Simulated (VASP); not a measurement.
Write the native input for VASP 6.6.1 that does the following.

```yaml
Task: single point
Functional: r2SCAN
Potentials_or_basis: VASP PAW PBE potentials, release 64 (C)
Cutoff: 520 eV
k_mesh: 12 × 12 × 12
Occupations: gaussian, width 0.05 eV
Spin: no spin polarisation
Dipole_correction: no
Further_INCAR_settings: ALGO = Normal; EDIFF = 1e-06; NBANDS = 11
```

The system is C.

```
C
1.0
     0.00000    1.71652    1.78340
     1.85028    0.00000    1.78340
     1.85028    1.71652    0.00000
C
2
Direct
  0.50000 0.50000 0.50000
  0.75000 0.75000 0.75000
```

This cell differs from its parent crystal: strain +0.0375 x Voigt [1, -1, 0, 0, 0, 0].

The input as run:

POSCAR

```
C
1.0
    0.0000000000      1.7165225000      1.7834000000
    1.8502775000      0.0000000000      1.7834000000
    1.8502775000      1.7165225000      0.0000000000
C
2
Direct
    0.5000000000      0.5000000000      0.5000000000
    0.7500000000      0.7500000000      0.7500000000
```

INCAR.step1

```
SYSTEM = C
PREC = Accurate ; ENCUT = 520
ISMEAR = 0 ; SIGMA = 0.05
LREAL = .False. ; LASPH = .True.
NELM = 100 ; NBANDS = 11
GGA = PE ; ALGO = Normal
EDIFF = 1E-4 ; LWAVE = .True.
LCHARG = .False.
```

INCAR.step2

```
SYSTEM = C
PREC = Accurate ; ENCUT = 520
EDIFF = 1E-6 ; ISMEAR = 0
SIGMA = 0.05 ; LREAL = .False.
LASPH = .True. ; NELM = 100
ALGO = Normal ; ISIF = 2
LWAVE = .False. ; LCHARG = .False.
METAGGA = R2SCAN ; LMIXTAU = .True.
NBANDS = 11 ; ISTART = 1
```

KPOINTS

```
regular mesh
0
Gamma
  12 12 12
  0 0 0
```

Potentials or basis: VASP PAW PBE potentials, release 64 (C).

Launch:

```console
$ cat potpaw_PBE.64/C/POTCAR > POTCAR
$ cp INCAR.step1 INCAR
$ mpirun -np 1 vasp_std > vasp.out
$ cp INCAR.step2 INCAR
$ mpirun -np 1 vasp_std > vasp.out
```

It gave:

```
Pressure               : -0.6 GPa
Band gap on the k mesh : 2.87 eV, indirect (least direct gap 4.80 eV)
```

Caveat: the cell differs from its parent crystal (strain +0.0375 x Voigt [1, -1, 0, 0, 0, 0]); the PAW data sets were made with another functional, which shifts forces and pressure a little.

Wall time 3.5 min on 1 thread of AMD EPYC 7R43 64-Core Processor (Zen 3), on a shared host, peak memory 0.1 GiB.
